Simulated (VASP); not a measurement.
## In: single point with LDA

The system is In.

```
CELL_PARAMETERS angstrom
-1.83864 1.83864 1.83864
1.83864 -1.83864 1.83864
1.83864 1.83864 -1.83864
ATOMIC_POSITIONS crystal
In 0.00000 0.00000 0.00000
```

| Item | Value |
| --- | --- |
| Program | VASP 6.6.1 |
| Task | single point |
| Functional | LDA |
| Potentials or basis | VASP PAW LDA potentials, release 64 (In_d) |
| Cutoff | 520 eV |
| k mesh | 17 × 17 × 17 |
| Occupations | fermi-dirac, width 0.1 eV |
| Spin | no spin polarisation |

```
Pressure : 0.0 GPa
```

Levels at points of the mesh, in eV from the Fermi level:
| k point | band 3 | band 4 | band 5 | band 6 | band 7 | band 8 | band 9 | band 10 |
| --- | --- | --- | --- | --- | --- | --- | --- | --- |
| (0.00, 0.00, 0.00) | -14.67 | -14.35 | -14.35 | -9.93 | 11.52 | 11.52 | 11.52 | 13.24 |

Wall time 66 s on 1 thread of AMD EPYC 7R13, with other jobs on the host, peak memory 0.13 GiB.

Caveat: spin-orbit coupling is left out, which moves the levels of the heavy elements.
